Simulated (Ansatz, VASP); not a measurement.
Ti3H2 in VASP and in Ansatz

```
CELL_PARAMETERS angstrom
1.47230 0.85004 7.26739
-1.47230 0.85004 7.26739
0.00000 -1.70007 7.26739
ATOMIC_POSITIONS crystal
Ti 0.78034 0.78034 0.78034
Ti 0.21966 0.21966 0.21966
Ti 0.00000 0.00000 0.00000
H 0.38814 0.38814 0.38814
H 0.61186 0.61186 0.61186
```

Alike in both runs: functional PBE; k mesh 12 × 12 × 12; occupations gaussian, width 0.1 eV; no spin polarisation.

Ansatz relaxed the structure, and its values are those at the end. VASP's run is a single point on that final structure, the one shown.

|  | VASP | Ansatz |
| --- | --- | --- |
| version | VASP 6.6.1 | Ansatz 0.2.0 |
| potentials or method | VASP PAW PBE potentials, release 64 (Ti_sv, H), cutoff 520 eV | scalar-relativistic, plane waves, PAW |
| valence electrons in the cell | 38 | 38 |

Ansatz gave:

```
gap on the k mesh at the Fermi level (eV) : none
pressure (GPa)                            : 0.0
rms of the force components (eV/Å)        : 0.001
```

Q: What did VASP give for the same quantities?

A: gap on the k mesh at the Fermi level (eV): none; pressure (GPa): -0.2; rms of the force components (eV/Å): 0.003.

A gap of «none» marks a metal or a gap that the smearing closes.
